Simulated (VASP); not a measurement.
# MnS (F-43m) in VASP: single point with PBE+D3(BJ)+U

Aim: the single point of MnS with PBE+D3(BJ)+U.

Everything below comes from runs of VASP 6.6.1. Logs are shortened: lines on timing, memory, paths and dates and some standing lists are left out, and cuts for length are marked.

## 1. The cell of the first run

It takes space group F-43m (No. 216, cubic). The conventional cell has a = 5.645 Å, b = 5.645 Å, c = 5.645 Å, α = 90.00°, β = 90.00°, γ = 90.00°. Within 3.2 Å of Mn (site symmetry -43m) lie 4 S at 2.44 Å. S (site symmetry -43m) has 4 Mn at 2.44 Å within 3.2 Å.

## 2. Single point, PBE+D3(BJ)+U, non-collinear spin, typed start, spin-orbit coupling

The input, INCAR:

```
SYSTEM = MnS
ALGO = Normal
EDIFF = 1E-6
ENCUT = 520
GGA = PE
GGA_COMPAT = .FALSE.
ISIF = 2
ISMEAR = 0
IVDW = 12
LASPH = .TRUE.
LCHARG = .FALSE.
LDAU = .TRUE.
LDAUJ = 0 0
LDAUL = 2 -1
LDAUPRINT = 1
LDAUTYPE = 2
LDAUU = 8 0
LMAXMIX = 4
LORBIT = 11
LORBMOM = .TRUE.
LREAL = .FALSE.
LSORBIT = .TRUE.
LWAVE = .FALSE.
MAGMOM = 0 0 5 0 0 0
NBANDS = 31
NELM = 150
PREC = Accurate
SIGMA = 0.05
```

The input, KPOINTS:

```
k-points
0
G
  10 10 10
  0 0 0
```

The input, POSCAR:

```
MnS
1.0
    0.0000000000      2.8223364285      2.8223364285
    2.8223364285      0.0000000000      2.8223364285
    2.8223364285      2.8223364285      0.0000000000
Mn S
1 1
Direct
    0.0000000000      0.0000000000      0.0000000000
    0.7500000000      0.7500000000      0.7500000000
```

Potentials or basis: VASP PAW PBE potentials, release 64 (Mn_pv, S).

Started as:

```sh
cat potpaw_PBE.64/Mn_pv/POTCAR potpaw_PBE.64/S/POTCAR > POTCAR
mpirun -np 1 vasp_ncl > vasp.out
```

OUTCAR:

```text
SYSTEM = MnS
   EDIFF = 1E-6
   ENCUT = 520
   GGA = PE
   ISIF = 2
   ISMEAR = 0
   IVDW = 12
   LASPH = .TRUE.
   LORBIT = 11
   LREAL = .FALSE.
   LSORBIT = .TRUE.
   NELM = 150
   PREC = Accurate
 IVDW          = 12

 ion  position               nearest neighbor table
   1  0.000  0.000  0.000-   2 2.44   2 2.44   2 2.44   2 2.44
   2  0.750  0.750  0.750-   1 2.44   1 2.44   1 2.44   1 2.44

  LATTYP: Found a face centered cubic cell.
 ALAT       =     5.6446728570

  Lattice vectors:

 A1 = (   0.0000000000,   2.8223364285,   2.8223364285)
 A2 = (   2.8223364285,   0.0000000000,   2.8223364285)
 A3 = (   2.8223364285,   2.8223364285,   0.0000000000)

Analysis of symmetry for initial positions (statically):
=====================================================================
 Subroutine PRICEL returns:
 Original cell was already a primitive cell.

 Routine SETGRP: Setting up the symmetry group for a
 face centered cubic supercell.

 Subroutine GETGRP returns: Found 24 space group operations
 (whereof 24 operations were pure point group operations)
 out of a pool of 48 trial point group operations.

The static configuration has the point symmetry T_d .

Analysis of symmetry for dynamics (positions and initial velocities):
=====================================================================
 Subroutine PRICEL returns:
 Original cell was already a primitive cell.

 Routine SETGRP: Setting up the symmetry group for a
 face centered cubic supercell.

 Subroutine GETGRP returns: Found 24 space group operations
 (whereof 24 operations were pure point group operations)
 out of a pool of 48 trial point group operations.

The dynamic configuration has the point symmetry T_d .

Analysis of structural, dynamic, and magnetic symmetry:
=====================================================================
 Subroutine PRICEL returns:
 Original cell was already a primitive cell.

 Routine SETGRP: Setting up the symmetry group for a
 face centered cubic supercell.

 Subroutine GETGRP returns: Found  4 space group operations
 (whereof  4 operations were pure point group operations)
 out of a pool of 48 trial point group operations.

The overall configuration has the point symmetry S_4 .

 Subroutine INISYM returns: Found  4 space group operations
 (whereof  4 operations are pure point group operations),
 and found     1 'primitive' translations

----------------------------------------------------------------------------------------

                                     Primitive cell

  volume of cell :      44.9631

  direct lattice vectors                    reciprocal lattice vectors
     0.000000000  2.822336428  2.822336428    -0.177158185  0.177158185  0.177158185
     2.822336428  0.000000000  2.822336428     0.177158185 -0.177158185  0.177158185
     2.822336428  2.822336428  0.000000000     0.177158185  0.177158185 -0.177158185

  length of vectors
     3.991386455  3.991386455  3.991386455     0.306846978  0.306846978  0.306846978

  position of ions in fractional coordinates (direct lattice)
     0.000000000  0.000000000  0.000000000
     0.750000000  0.750000000  0.750000000

  ion indices of the primitive-cell ions
   primitive index   ion index
                 1           1
                 2           2

----------------------------------------------------------------------------------------

 KPOINTS: k-points

Automatic generation of k-mesh.
 Grid dimensions read from file:
 generate k-points for:   10   10   10

 Generating k-lattice:

  Cartesian coordinates                     Fractional coordinates (reciprocal lattice)
    -0.017715819  0.017715819  0.017715819     0.100000000  0.000000000  0.000000000
     0.017715819 -0.017715819  0.017715819     0.000000000  0.100000000  0.000000000
     0.017715819  0.017715819 -0.017715819     0.000000000  0.000000000  0.100000000

  Length of vectors
     0.030684698  0.030684698  0.030684698

[... 149 lines left out ...]

 Free energy of the ion-electron system (eV)
  ---------------------------------------------------
  ext. energy  EPLUGINS =         0.00000000
  ---------------------------------------------------
  free energy    TOTEN  =       -12.12551413 eV

  energy without entropy =      -12.12551413  energy(sigma->0) =      -12.12551413

 E-fermi :   3.9575     XC(G=0):  -9.1635

 val. band max:        3.6313009526   @ k =   0.0000   0.0000   0.0000
 cond. band min:       5.3352562476   @ k =   0.0000   0.0000   0.0000
 fundamental gap:      1.7039552951
 Fermi energy:         3.9574992567

 k-point     1 :       0.0000    0.0000    0.0000
  band No.  band energies     occupation
      1     -47.0363      1.00000
      2     -46.6306      1.00000
      3     -46.1398      1.00000
      4     -41.9129      1.00000
      5     -41.5112      1.00000
      6     -41.1608      1.00000
[... 805 lines left out ...]
     30      11.2427      0.00000
     31      11.9909      0.00000

 [... further k-points ...]

------------------------ aborting loop because EDIFF is reached ----------------------------------------

 Edisp (eV)   -0.63358

 E8    (eV) :    -0.2618

  FORCE on cell =-STRESS in cart. coord.  units (eV):
  Direction    XX          YY          ZZ          XY          YZ          ZX
  --------------------------------------------------------------------------------------
  -------------------------------------------------------------------------------------
  Total       0.96050     0.96050     0.96054     0.00000    -0.00000     0.00000
  in kB      34.22573    34.22573    34.22703     0.00000    -0.00000     0.00000
  external pressure =       34.23 kB  Pullay stress =        0.00 kB

 VOLUME and BASIS-vectors are now :
 -----------------------------------------------------------------------------
  energy-cutoff  :      520.00
  volume of cell :       44.96
      direct lattice vectors                 reciprocal lattice vectors
     0.000000000  2.822336428  2.822336428    -0.177158185  0.177158185  0.177158185
     2.822336428  0.000000000  2.822336428     0.177158185 -0.177158185  0.177158185
     2.822336428  2.822336428  0.000000000     0.177158185  0.177158185 -0.177158185

 POSITION                                       TOTAL-FORCE (eV/Angst)
 -----------------------------------------------------------------------------------
      0.00000      0.00000      0.00000        -0.000000      0.000000      0.000000
      4.23350      4.23350      4.23350         0.000000     -0.000000      0.000000
 -----------------------------------------------------------------------------------
    total drift:                                0.000000      0.000000      0.000000

  FREE ENERGIE OF THE ION-ELECTRON SYSTEM (eV)
  ---------------------------------------------------
  free  energy   TOTEN  =       -12.7590913260 eV

  energy  without entropy=      -12.7590913260  energy(sigma->0) =      -12.75909133

 orbital moment (x)

 # of ion     p       d       tot
 ----------------------------------------
  1        -0.000   0.000   0.000
  2        -0.000   0.000  -0.000
 ----------------------------------------
           -0.000   0.000   0.000

 orbital moment (y)

 # of ion     p       d       tot
 ----------------------------------------
  1         0.000   0.000   0.000
  2        -0.000   0.000  -0.000
 ----------------------------------------
            0.000   0.000   0.000

 orbital moment (z)

 # of ion     p       d       tot
 ----------------------------------------
  1        -0.001   0.000  -0.001
  2        -0.000   0.000  -0.000
 ----------------------------------------
           -0.001   0.000  -0.001

 Spin-Orbit-Coupling matrix elements

 Ion:    1  E_soc:     -0.0269076
 l=   1
     0.0000000    -0.0035959    -0.0035994
    -0.0035959     0.0000000    -0.0035959
    -0.0035994    -0.0035959     0.0000000
 l=   2
     0.0000000    -0.0002443     0.0000000    -0.0002443    -0.0000972
    -0.0002443     0.0000000    -0.0007675    -0.0000293    -0.0002563
     0.0000000    -0.0007675     0.0000000    -0.0007675     0.0000000
    -0.0002443    -0.0000293    -0.0007675     0.0000000    -0.0002563
    -0.0000972    -0.0002563     0.0000000    -0.0002563     0.0000000
 l=   3
     0.0000000     0.0000000     0.0000000     0.0000000     0.0000000     0.0000000     0.0000000
     0.0000000     0.0000000     0.0000000     0.0000000     0.0000000     0.0000000     0.0000000
     0.0000000     0.0000000     0.0000000     0.0000000     0.0000000     0.0000000     0.0000000
     0.0000000     0.0000000     0.0000000     0.0000000     0.0000000     0.0000000     0.0000000
     0.0000000     0.0000000     0.0000000     0.0000000     0.0000000     0.0000000     0.0000000
     0.0000000     0.0000000     0.0000000     0.0000000     0.0000000     0.0000000     0.0000000
     0.0000000     0.0000000     0.0000000     0.0000000     0.0000000     0.0000000     0.0000000

 Ion:    2  E_soc:     -0.0016921
 l=   1
     0.0000000    -0.0002772    -0.0002917
    -0.0002772     0.0000000    -0.0002772
    -0.0002917    -0.0002772     0.0000000
 l=   2
     0.0000000     0.0000000     0.0000000     0.0000000     0.0000000
     0.0000000     0.0000000     0.0000000     0.0000000     0.0000000
     0.0000000     0.0000000     0.0000000     0.0000000     0.0000000
     0.0000000     0.0000000     0.0000000     0.0000000     0.0000000
     0.0000000     0.0000000     0.0000000     0.0000000     0.0000000
 l=   3
     0.0000000     0.0000000     0.0000000     0.0000000     0.0000000     0.0000000     0.0000000
     0.0000000     0.0000000     0.0000000     0.0000000     0.0000000     0.0000000     0.0000000
     0.0000000     0.0000000     0.0000000     0.0000000     0.0000000     0.0000000     0.0000000
     0.0000000     0.0000000     0.0000000     0.0000000     0.0000000     0.0000000     0.0000000
     0.0000000     0.0000000     0.0000000     0.0000000     0.0000000     0.0000000     0.0000000
     0.0000000     0.0000000     0.0000000     0.0000000     0.0000000     0.0000000     0.0000000
     0.0000000     0.0000000     0.0000000     0.0000000     0.0000000     0.0000000     0.0000000

 total charge

# of ion       s       p       d       tot
------------------------------------------
    1        0.263   6.212   4.874  11.349
    2        1.312   2.501   0.000   3.813
--------------------------------------------------
tot          1.574   8.713   4.874  15.162

 magnetization (x)

# of ion       s       p       d       tot
------------------------------------------
    1        0.000   0.000   0.000   0.000
    2        0.000   0.000   0.000   0.000
--------------------------------------------------
tot          0.000   0.000   0.000   0.000

 magnetization (y)

# of ion       s       p       d       tot
------------------------------------------
    1        0.000   0.000   0.000   0.000
    2        0.000   0.000   0.000   0.000
--------------------------------------------------
tot          0.000   0.000   0.000   0.000

 magnetization (z)

# of ion       s       p       d       tot
------------------------------------------
    1        0.047   0.053   4.611   4.710
    2        0.002  -0.021   0.000  -0.019
--------------------------------------------------
tot          0.049   0.032   4.611   4.692
```

It took 9.9 min on 1 thread of Intel Xeon 6975P-C (Granite Rapids), shared host; peak memory 0.63 GiB.

What came out:

```
Free energy                                           : -12.7591 eV
Pressure                                              : 3.4 GPa
Net moment                                            : 5.00 μB per cell
Valence electrons inside the program's atomic spheres : Mn 11.35; S 3.81
Dispersion energy per atom                            : -0.317 eV
```

Moments on the atoms (μB; x, y, z):
```
Mn   0.00  0.00  4.71
S    0.00  0.00 -0.02
```

Caveat: three body term missing; the cell stands under pressure; a cell with one magnetic atom can't hold antiferromagnetic order, which such compounds often take. The state reached can hang on the start; a lower one may exist.
